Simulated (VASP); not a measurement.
Here is a VASP 6.6.1 calculation.

INCAR

```
SYSTEM = TiN
PREC     = Accurate       ! precision mode
ENCUT    = 600            ! plane-wave cutoff, eV
EDIFF    = 1E-6           ! SCF threshold, eV
ISMEAR   = -1             ! smearing method
SIGMA    = 0.1            ! smearing width, eV
LREAL    = .False.        ! projectors in reciprocal space
LASPH    = .True.         ! aspherical terms in the spheres
NELM     = 120            ! most SCF steps
ALGO     = Normal         ! electronic algorithm
ISIF     = 2              ! what is computed and relaxed
LWAVE    = .False.        ! write WAVECAR
LCHARG   = .False.        ! write CHGCAR
GGA      = B5             ! functional
ALDAX    = 1.0          
AGGAX    = 1.0          
AGGAC    = 1.0          
ALDAC    = 0.0          
NBANDS   = 16             ! bands
GGA_COMPAT= .False.
```

KPOINTS

```
regular mesh
0
Gamma
  5 5 5
  0 0 0
```

POSCAR

```
TiN
1.0
    0.0000000000      2.1190000000      2.1190000000
    2.1190000000      0.0000000000      2.1190000000
    2.1190000000      2.1190000000      0.0000000000
Ti N
1 1
Direct
    0.0000000000      0.0000000000      0.0000000000
    0.5000000000      0.5000000000      0.5000000000
```

Potentials or basis: VASP PAW PBE potentials, release 64 (Ti_sv, N).

The run is started by

```sh
$ cat potpaw_PBE.64/Ti_sv/POTCAR potpaw_PBE.64/N/POTCAR > POTCAR
$ mpirun -np 1 vasp_std > vasp.out
```

(1) Predict the pressure.

Answers

(1) 11.6 GPa.

Caveat: the k points lie up to 0.51 Å⁻¹ apart; the PAW data sets were made with another functional, which shifts forces and pressure a little.
